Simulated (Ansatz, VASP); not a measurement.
## Ga2BAs3: VASP beside Ansatz

```
CELL_PARAMETERS angstrom
5.45184 0.00000 0.00000
-2.72592 4.72143 0.00000
0.00000 0.00000 4.80315
ATOMIC_POSITIONS crystal
Ga 0.33333 0.66667 0.00000
Ga 0.66667 0.33333 0.00000
B 0.00000 0.00000 0.00000
As 0.50000 0.00000 0.50000
As 0.00000 0.50000 0.50000
As 0.50000 0.50000 0.50000
```

Change from the starting cell: species swapped into the CeZn2Ni3 type (P6/mmm, No. 191).

Alike in both runs: functional PBE; k mesh 6 × 6 × 4; occupations gaussian, width 0.1 eV; no spin polarisation.

Ansatz relaxed the structure, and its values are those at the end. VASP's run is a single point on that final structure, the one shown.

|  | VASP | Ansatz |
| --- | --- | --- |
| version | VASP 6.6.1 | Ansatz 0.2.0 |
| potentials or method | VASP PAW PBE potentials, release 64 (Ga_d, B, As), cutoff 520 eV | scalar-relativistic, plane waves, PAW |
| valence electrons in the cell | 44 | 74 |

```tsv
	VASP	Ansatz	Ansatz less VASP
gap on the k mesh at the Fermi level (eV)	none	none	-
pressure (GPa)	0.2	0.1	-0.13
```

A gap of «none» marks a metal or a gap that the smearing closes. VASP's potentials hold 44 valence electrons a cell and Ansatz's 74, so a difference there can come from the potentials and not from the codes.
